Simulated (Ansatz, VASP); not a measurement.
## Os: VASP beside Ansatz

```
CELL_PARAMETERS angstrom
2.73410 0.00000 0.00000
-1.36705 2.36780 0.00000
0.00000 0.00000 4.23331
ATOMIC_POSITIONS crystal
Os 0.33333 0.66667 0.25000
Os 0.66667 0.33333 0.75000
```

Change from the starting cell: zz strain of -2 %, crystal datasets.

Alike in both runs: task electric field gradients; functional PBEsol; k mesh 15 × 15 × 9; occupations fermi-dirac, width 0.05 eV; no spin polarisation.

|  | VASP | Ansatz |
| --- | --- | --- |
| version | VASP 6.6.1 | Ansatz 0.2.0 |
| potentials or method | VASP PAW PBE potentials, release 64 (Os), cutoff 520 eV | all-electron PAW with datasets made for the crystal, scalar-relativistic |

```csv
,VASP,Ansatz,Ansatz less VASP
pressure (GPa),7.4,6.7,-0.71
"traceless stress, the component that is largest in VASP (GPa)",9.41,9.47,+0.059
size of Vzz on the site where it differs most (V/Å²),127.0,95.7,-31.29
```

VASP's potentials were made for PBE, not for PBEsol. Ansatz ran all-electron here, and VASP with PAW potentials.

Spin-orbit coupling is off throughout.
